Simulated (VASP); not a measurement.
# Ta4O (P4/mmm) in VASP: notebook

Ta4O is run at these levels: PBEsol; tasks: single point, relaxation of cell and atoms.

All numbers are computed with VASP 6.6.1; they aren't measurements. Logs are shortened: lines on timing, memory, paths and dates and some standing lists are left out, and cuts for length are marked.

### 1 The cell of the first run

The structure is tetragonal, space group P4/mmm (No. 123). The conventional cell has a = 3.203 Å, b = 3.203 Å, c = 7.378 Å, α = 90.00°, β = 90.00°, γ = 90.00°. Within 3.0 Å of Ta (site symmetry 4/mmm) lie 4 O at 2.27 Å. Ta (site symmetry 4mm) has 1 O at 2.08 Å within 2.7 Å. Within 3.7 Å of Ta (site symmetry 4/mmm) lie 14 Ta at 2.78 to 3.69 Å. Within 2.7 Å of O (site symmetry 4/mmm) lie 6 Ta at 2.08 to 2.27 Å.

### 2 Single point, PBEsol

Contents of INCAR:

```
ALGO     = Normal         # electronic algorithm
EDIFF    = 1E-6           # SCF threshold, eV
ENCUT    = 520            # plane-wave cutoff, eV
GGA      = PS             # functional
ISIF     = 2              # what is computed and relaxed
ISMEAR   = 0              # smearing method
LASPH    = T              # aspherical terms in the spheres
LCHARG   = T              # write CHGCAR
LELF     = T              # ELF
LREAL    = F              # projectors in reciprocal space
LVHAR    = T            
LWAVE    = F              # write WAVECAR
NBANDS   = 33             # bands
NELM     = 60             # most SCF steps
PREC     = Accurate       # precision mode
SIGMA    = 0.1            # smearing width, eV
```

Contents of KPOINTS:

```
k-points
0
Gamma
  6 6 4
```

Contents of POSCAR:

```
Ta4O
1.0
    3.2034783586      0.0000000000      0.0000000000
    0.0000000000      3.2034783586      0.0000000000
    0.0000000000      0.0000000000      7.3779387186
Ta O
4 1
Direct
    0.0000000000      0.0000000000      0.5000000000
    0.5000000000      0.5000000000      0.7814660973
    0.5000000000      0.5000000000      0.2185339027
    0.0000000000      0.0000000000      0.0000000000
    0.5000000000      0.5000000000      0.5000000000
```

Potentials or basis: VASP PAW PBE potentials, release 64 (Ta_pv, O).

Launch:

```console
$ cat potpaw_PBE.64/Ta_pv/POTCAR potpaw_PBE.64/O/POTCAR > POTCAR
$ mpirun -np 1 vasp_std > vasp.out
```

OUTCAR:

```text
EDIFF = 1E-6
   ENCUT = 520
   GGA = PS
   ISIF = 2
   ISMEAR = 0
   LASPH = T
   LREAL = F
   NELM = 60
   PREC = Accurate

 ion  position               nearest neighbor table
   1  0.000  0.000  0.500-   5 2.27   5 2.27   5 2.27   5 2.27   3 3.07   3 3.07   2 3.07   3 3.07
                             2 3.07   2 3.07   3 3.07   2 3.07
   2  0.500  0.500  0.781-   5 2.08   4 2.78   4 2.78   4 2.78   4 2.78   1 3.07   1 3.07   1 3.07
                             1 3.07   3 3.22
   3  0.500  0.500  0.219-   5 2.08   4 2.78   4 2.78   4 2.78   4 2.78   1 3.07   1 3.07   1 3.07
                             1 3.07   2 3.22
   4  0.000  0.000  0.000-   2 2.78   3 2.78   2 2.78   3 2.78   2 2.78   3 2.78   2 2.78   3 2.78

   5  0.500  0.500  0.500-   2 2.08   3 2.08   1 2.27   1 2.27   1 2.27   1 2.27

  LATTYP: Found a simple tetragonal cell.
 ALAT       =     3.2034783586
 C/A-ratio  =     2.3031024070

  Lattice vectors:

 A1 = (   3.2034783586,   0.0000000000,   0.0000000000)
 A2 = (   0.0000000000,   3.2034783586,   0.0000000000)
 A3 = (   0.0000000000,   0.0000000000,   7.3779387186)

Analysis of symmetry for initial positions (statically):
=====================================================================
 Subroutine PRICEL returns:
 Original cell was already a primitive cell.

 Routine SETGRP: Setting up the symmetry group for a
 simple tetragonal supercell.

 Subroutine GETGRP returns: Found 16 space group operations
 (whereof 16 operations were pure point group operations)
 out of a pool of 16 trial point group operations.

The static configuration has the point symmetry D_4h.

Analysis of symmetry for dynamics (positions and initial velocities):
=====================================================================
 Subroutine PRICEL returns:
 Original cell was already a primitive cell.

 Routine SETGRP: Setting up the symmetry group for a
 simple tetragonal supercell.

 Subroutine GETGRP returns: Found 16 space group operations
 (whereof 16 operations were pure point group operations)
 out of a pool of 16 trial point group operations.

The dynamic configuration has the point symmetry D_4h.

 Subroutine INISYM returns: Found 16 space group operations
 (whereof 16 operations are pure point group operations),
 and found     1 'primitive' translations

----------------------------------------------------------------------------------------

                                     Primitive cell

  volume of cell :      75.7144

  direct lattice vectors                    reciprocal lattice vectors
     3.203478359  0.000000000  0.000000000     0.312160685  0.000000000  0.000000000
     0.000000000  3.203478359  0.000000000     0.000000000  0.312160685  0.000000000
     0.000000000  0.000000000  7.377938719     0.000000000  0.000000000  0.135539212

  length of vectors
     3.203478359  3.203478359  7.377938719     0.312160685  0.312160685  0.135539212

  position of ions in fractional coordinates (direct lattice)
     0.000000000  0.000000000  0.500000000
     0.500000000  0.500000000  0.781466097
     0.500000000  0.500000000  0.218533903
     0.000000000  0.000000000  0.000000000
     0.500000000  0.500000000  0.500000000

  ion indices of the primitive-cell ions
   primitive index   ion index
                 1           1
                 2           2
                 3           3
                 4           4
                 5           5

----------------------------------------------------------------------------------------

 KPOINTS: k-points

Automatic generation of k-mesh.
 Grid dimensions read from file:
 generate k-points for:    6    6    4

 Generating k-lattice:

  Cartesian coordinates                     Fractional coordinates (reciprocal lattice)
     0.052026781  0.000000000  0.000000000     0.166666667  0.000000000  0.000000000
     0.000000000  0.052026781  0.000000000     0.000000000  0.166666667  0.000000000
     0.000000000  0.000000000  0.033884803     0.000000000  0.000000000  0.250000000

  Length of vectors
     0.052026781  0.052026781  0.033884803

  Shift w.r.t. Gamma in fractional coordinates (k-lattice)
     0.000000000  0.000000000  0.000000000

 Subroutine IBZKPT returns following result:
 ===========================================

 Found     30 irreducible k-points:

 Following reciprocal coordinates:
            Coordinates               Weight
  0.000000  0.000000  0.000000      1.000000
  0.166667  0.000000  0.000000      4.000000
  0.333333  0.000000  0.000000      4.000000
  0.500000  0.000000  0.000000      2.000000
  0.166667  0.166667  0.000000      4.000000
  0.333333  0.166667  0.000000      8.000000
[... 16 lines left out ...]
  0.333333  0.000000  0.500000      4.000000
  0.500000  0.000000  0.500000      2.000000
 [... further k-points ...]
   k-points           NKPTS =     30   k-points in BZ     NKDIM =     30   number of bands    NBANDS=     33
   number of dos      NEDOS =    301   number of ions     NIONS =      5
   total plane-waves  NPLWV =  32256
   dimension x,y,z NGX =    24 NGY =   24 NGZ =   56
   dimension x,y,z NGXF=    48 NGYF=   48 NGZF=  112
   ions per type =               4   1
   NGX,Y,Z   is equivalent  to a cutoff of  12.45, 12.45, 12.62 a.u.
   NGXF,Y,Z  is equivalent  to a cutoff of  24.91, 24.91, 25.24 a.u.
 SYSTEM =  unknown system
   PREC   = accura    normal or accurate (medium, high low for compatibility)
   ISTART =      0    job   : 0-new  1-cont  2-samecut
   ICHARG =      2    charge: 1-file 2-atom 10-const
   ISPIN  =      1    spin polarized calculation?
   LNONCOLLINEAR =      F non collinear calculations
   LSORBIT =      F    spin-orbit coupling
   LASPH  =      T    aspherical Exc in radial PAW
   ENCUT  =  520.0 eV  38.22 Ry    6.18 a.u.   5.96  5.96 13.72*2*pi/ulx,y,z
   NELM   =     60;   NELMIN=  2; NELMDL= -5     # of ELM steps
   EDIFF  = 0.1E-05   stopping-criterion for ELM
   LREAL  =      F    real-space projection
   EDIFFG = 0.1E-04   stopping-criterion for IOM
   NSW    =      0    number of steps for IOM
   IBRION =     -1    ionic relax: 0-MD 1-quasi-New 2-CG
   NFREE  =      0    steps in history (QN), initial steepest desc. (CG)
   ISIF   =      2    stress and relaxation
   ISYM   =      2    0-nonsym 1-usesym 2-fastsym
   POTIM  = 0.5000    time-step for ionic-motion
   TEBEG  =    0.0;   TEEND  =   0.0 temperature during run
   PSTRESS=    0.0 pullay stress
   NELECT =      50.0000    total number of electrons
   NUPDOWN=      -1.0000    fix difference up-down
   EMIN   =  10.00;   EMAX   =-10.00  energy-range for DOS
   EFERMI =   0.00;   METHOD = LEGACY
   ISMEAR =     0;   SIGMA  =   0.10  broadening in eV -4-tet -1-fermi 0-gaus
   EFERMI_NEDOS =   21; number of points for ismear=-14 and -15
   IALGO  =     38    algorithm
   IMIX   =      4    mixing-type and parameters
     AMIX     =   0.40;   BMIX     =  1.00
     AMIX_MAG =   1.60;   BMIX_MAG =  1.00
  volume/ion in A,a.u.               =      15.14       102.19
  Fermi-wavevector in a.u.,A,eV,Ry     =   1.425625  2.694041 27.652569  2.032407
  Thomas-Fermi vector in A             =   2.545989
   LORBIT       =      0    0 simple, 1 ext, 2 COOP (PROOUT), +10 PAW based schemes
   GGA     = PS    functional components
   LHFCALC =     F    Hartree Fock is set to
   AEXX    =    0.0000 exact exchange contribution
   IVDW    =     0    specifies the selected vdW correction
   LEPSILON=     F    determine dielectric tensor
   LRPA    =     F    only Hartree local field effects (RPA)
 non-spin polarized calculation
 Gauss-broadening in eV      SIGMA  =   0.10
  energy-cutoff  :      520.00
  volume of cell :       75.71
 maximum number of plane-waves:      2066
 NGX is ok and might be reduce to    24
   NGX = 11   NGY = 11   NGZ = 27

 number of electron      49.9999986 magnetization

 Free energy of the ion-electron system (eV)
  ---------------------------------------------------
  ext. energy  EPLUGINS =         0.00000000
  ---------------------------------------------------
  free energy    TOTEN  =       -58.54133805 eV

  energy without entropy =      -58.53304851  energy(sigma->0) =      -58.53719328

 E-fermi :   6.6025     XC(G=0): -12.9292

 val. band max:        6.5634146940   @ k =   0.0000   0.0000   0.0000
 cond. band min:       6.6284792597   @ k =   0.3333   0.1667   0.0000
 fundamental gap:      0.0650645656
 Fermi energy:         6.6025114147

 k-point     1 :       0.0000    0.0000    0.0000
  band No.  band energies     occupation
      1     -28.8125      2.00000
      2     -28.8125      2.00000
      3     -28.5274      2.00000
      4     -27.9843      2.00000
      5     -27.8620      2.00000
      6     -27.6254      2.00000
[... 25 lines left out ...]
     32       8.3864      0.00000
     33       8.9150      0.00000

 k-point     2 :       0.1667    0.0000    0.0000
  band No.  band energies     occupation
      1     -28.9351      2.00000
      2     -28.7985      2.00000
      3     -28.5084      2.00000
      4     -28.0171      2.00000
      5     -27.8987      2.00000
      6     -27.6367      2.00000
[... 25 lines left out ...]
     32       9.3889      0.00000
     33       9.7794      0.00000

 k-point     3 :       0.3333    0.0000    0.0000
  band No.  band energies     occupation
      1     -29.1583      2.00000
      2     -28.7705      2.00000
      3     -28.4925      2.00000
      4     -28.0749      2.00000
      5     -27.9494      2.00000
      6     -27.7099      2.00000
[... 25 lines left out ...]
     32       9.7123      0.00000
     33      10.0250      0.00000

 k-point     4 :       0.5000    0.0000    0.0000
  band No.  band energies     occupation
      1     -29.2620      2.00000
      2     -28.7564      2.00000
      3     -28.5023      2.00000
      4     -28.0953      2.00000
      5     -27.9406      2.00000
      6     -27.7737      2.00000
[... 673 lines left out ...]
     32       8.5086      0.00000
     33       9.0078      0.00000

 k-point    23 :       0.3333    0.0000    0.5000
  band No.  band energies     occupation
      1     -29.1510      2.00000
      2     -28.7705      2.00000
      3     -28.5008      2.00000
      4     -28.0454      2.00000
      5     -27.9534      2.00000
      6     -27.7594      2.00000
[... 25 lines left out ...]
     32       9.3575      0.00000
     33       9.7672      0.00000

 k-point    24 :       0.5000    0.0000    0.5000
  band No.  band energies     occupation
      1     -29.2510      2.00000
      2     -28.7564      2.00000
      3     -28.4773      2.00000
      4     -28.1355      2.00000
      5     -28.0370      2.00000
      6     -27.7346      2.00000
[... 25 lines left out ...]
     32       9.9271      0.00000
     33      10.8249      0.00000

 [... further k-points ...]

------------------------ aborting loop because EDIFF is reached ----------------------------------------

  FORCE on cell =-STRESS in cart. coord.  units (eV):
  Direction    XX          YY          ZZ          XY          YZ          ZX
  --------------------------------------------------------------------------------------
  -------------------------------------------------------------------------------------
  Total        0.1665632      0.1665632      0.1068147      0.0000000     -0.0000000      0.0000000
  in kB        3.5246100      3.5246100      2.2602842      0.0000000     -0.0000000      0.0000000
  external PRESSURE =       3.1031680 kB  Pullay stress =       0.0000000 kB

 VOLUME and BASIS-vectors are now :
 -----------------------------------------------------------------------------
  energy-cutoff  :      520.00
  volume of cell :       75.71
      direct lattice vectors                 reciprocal lattice vectors
     3.203478359  0.000000000  0.000000000     0.312160685  0.000000000  0.000000000
     0.000000000  3.203478359  0.000000000     0.000000000  0.312160685  0.000000000
     0.000000000  0.000000000  7.377938719     0.000000000  0.000000000  0.135539212

 POSITION                                       TOTAL-FORCE (eV/Angst)
 -----------------------------------------------------------------------------------
      0.00000      0.00000      3.68897        -0.000000     -0.000000      0.000000
      1.60174      1.60174      5.76561        -0.000000      0.000000      0.038485
      1.60174      1.60174      1.61233         0.000000      0.000000     -0.038485
      0.00000      0.00000      0.00000        -0.000000     -0.000000      0.000000
      1.60174      1.60174      3.68897        -0.000000     -0.000000      0.000000
 -----------------------------------------------------------------------------------
    total drift:                                0.000000     -0.000000      0.000000

  FREE ENERGIE OF THE ION-ELECTRON SYSTEM (eV)
  ---------------------------------------------------
  free  energy   TOTEN  =       -58.5413380467 eV

  energy  without entropy=      -58.5330485095  energy(sigma->0) =      -58.53719328
```

It took 37 s on 1 thread of Intel Xeon Platinum 8488C (Sapphire Rapids), shared host; peak memory 0.21 GiB.

Results:

```yaml
Free_energy: -58.5413 eV
Pressure: 0.3 GPa
Largest_force: 0.038 eV/Å
Band_gap_on_the_k_mesh: zero (band 25 reaches 6.95 eV, above the bottom of band 26 at 6.40 eV)
```

Forces on the atoms (eV/Å):
```
Ta   0.000  0.000  0.000
Ta   0.000  0.000  0.038
Ta   0.000  0.000 -0.038
Ta   0.000  0.000  0.000
O    0.000  0.000  0.000
```

Caveat: the PAW data sets were made with another functional, which shifts forces and pressure a little; spin-orbit coupling is left out, which moves the levels of the heavy elements.

### 3 Relaxation of cell and atoms, PBEsol

Contents of INCAR:

```
SYSTEM = Ta4O
PREC = Accurate
ENCUT = 600
EDIFF = 1E-6
ISMEAR = 0
SIGMA = 0.1
LREAL = .False.
LASPH = .True.
NELM = 100
ALGO = Normal
ISIF = 3
LWAVE = .False.
LCHARG = .False.
GGA = PS
IBRION = 2
NSW = 100
EDIFFG = -0.005
```

Contents of KPOINTS:

```
Automatic mesh
0
Gamma
  12 12 6
  0 0 0
```

Contents of POSCAR:

```
Ta4O
1.0
    3.2034784242      0.0000000000      0.0000000000
    0.0000000000      3.2034784242      0.0000000000
    0.0000000000      0.0000000000      7.3779384338
Ta O
4 1
Direct
    0.0000000000      0.0000000000      0.5000000000
    0.5000000000      0.5000000000      0.7814661100
    0.5000000000      0.5000000000      0.2185338900
    0.0000000000      0.0000000000      0.0000000000
    0.5000000000      0.5000000000      0.5000000000
```

Potentials or basis: VASP PAW PBE potentials, release 64 (Ta_pv, O).

Launch:

```console
$ cat potpaw_PBE.64/Ta_pv/POTCAR potpaw_PBE.64/O/POTCAR > POTCAR
$ mpirun -np 1 vasp_std > vasp.out
```

It took 23 min on 1 thread of Intel Xeon Platinum 8259CL at 2.50GHz (Skylake/Cascade Lake), shared host; peak memory 0.39 GiB.

The run converged. Its results:

| Item | Value |
| --- | --- |
| Free energy | -58.5723 eV |
| Relaxed volume | 15.16 Å³/atom |
| Relaxed cell | a = 3.212 Å, b = 3.212 Å, c = 7.346 Å, α = 90.00°, β = 90.00°, γ = 90.00° |
| Space group after relaxing (to 0.05 Å) | P4/mmm (No. 123) |
| Energy gained by relaxing | 0.6 meV/atom |
| Ionic steps | 7 |
| Pressure after relaxing | 0.0 GPa |
| Band gap on the k mesh | zero (band 25 reaches 7.08 eV, above the bottom of band 26 at 6.05 eV) |

Step by step:
```
step  energy change (eV)  largest force (eV/Å)  pressure (GPa)  volume (Å³)
   1              0.0000                0.1824            0.19        75.71
   2             -0.0026                0.0189           -0.40        75.91
   3             -0.0027                0.0084           -0.49        75.94
   4             -0.0019                0.0320            1.00        75.50
   5             -0.0031                0.0163            0.04        75.78
   6             -0.0031                0.0051           -0.02        75.81
   7             -0.0031                0.0007           -0.01        75.81
```

Final structure:
```xyz
5
Lattice="3.2124 0.0000 0.0000 0.0000 3.2124 0.0000 0.0000 0.0000 7.3459" Properties=species:S:1:pos:R:3 pbc="T T T"
Ta    0.0000    0.0000    3.6730
Ta    1.6062    1.6062    5.7516
Ta    1.6062    1.6062    1.5943
Ta    0.0000    0.0000    0.0000
O     1.6062    1.6062    3.6730
```

Levels at points of the mesh, in eV from the Fermi level:
| k point | band 23 | band 24 | band 25 | band 26 | band 27 | band 28 |
| --- | --- | --- | --- | --- | --- | --- |
| (0.00, 0.00, 0.00) | -0.50 | -0.50 | -0.09 | 0.53 | 1.09 | 1.09 |
| (0.50, 0.00, 0.00) | -0.96 | -0.68 | 0.21 | 0.95 | 0.99 | 1.44 |
| (0.50, 0.50, 0.00) | -1.53 | -0.63 | -0.63 | 1.82 | 2.47 | 2.93 |
| (0.00, 0.00, 0.50) | -0.55 | -0.55 | 0.28 | 0.69 | 0.69 | 0.80 |
| (0.50, 0.00, 0.50) | -1.06 | -0.57 | -0.44 | 1.11 | 1.37 | 1.54 |
| (0.50, 0.50, 0.50) | -1.79 | 0.16 | 0.16 | 1.82 | 2.01 | 2.01 |

Caveat: the PAW data sets were made with another functional, which shifts forces and pressure a little; spin-orbit coupling is left out, which moves the levels of the heavy elements.
